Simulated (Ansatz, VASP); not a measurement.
**YAlC4N4: VASP beside Ansatz**

```xyz
10
Lattice="6.0680 0.0000 0.0000 0.0000 6.0680 0.0000 0.0000 0.0000 6.0680" Properties=species:S:1:pos:R:3 pbc="T T T"
Y     3.0340    3.0340    3.0340
Al    0.0000    0.0000    0.0000
C     1.0825    1.0825    1.0825
C     1.0825    4.9854    4.9854
C     4.9854    1.0825    4.9854
C     4.9854    4.9854    1.0825
N     1.7580    1.7580    1.7580
N     1.7580    4.3099    4.3099
N     4.3099    1.7580    4.3099
N     4.3099    4.3099    1.7580
```

Alike in both runs: task single point; functional PBE; k mesh 4 × 4 × 4; occupations gaussian, width 0.1 eV; no spin polarisation.

```csv
,VASP,Ansatz
version,VASP 6.6.1,Ansatz 0.2.0
potentials or method,"VASP PAW PBE potentials, release 64 (Y_sv, Al, C, N), cutoff 520 eV","scalar-relativistic, plane waves, PAW"
valence electrons in the cell,50,50
```

VASP gave:

| Property | Result |
| --- | --- |
| gap on the k mesh at the Fermi level (eV) | none |
| pressure (GPa) | 6.3 |
| rms of the force components (eV/Å) | 0.569 |

Problem. Which values does Ansatz return?

Solution. gap on the k mesh at the Fermi level (eV): none; pressure (GPa): 6.0; rms of the force components (eV/Å): 0.397.

Atom by atom the forces differ by 0.206 eV/Å (rms over components). A gap of «none» marks a metal or a gap that the smearing closes.

Noted on VASP's run: the standard files for N, O and F lose accuracy on very short bonds.
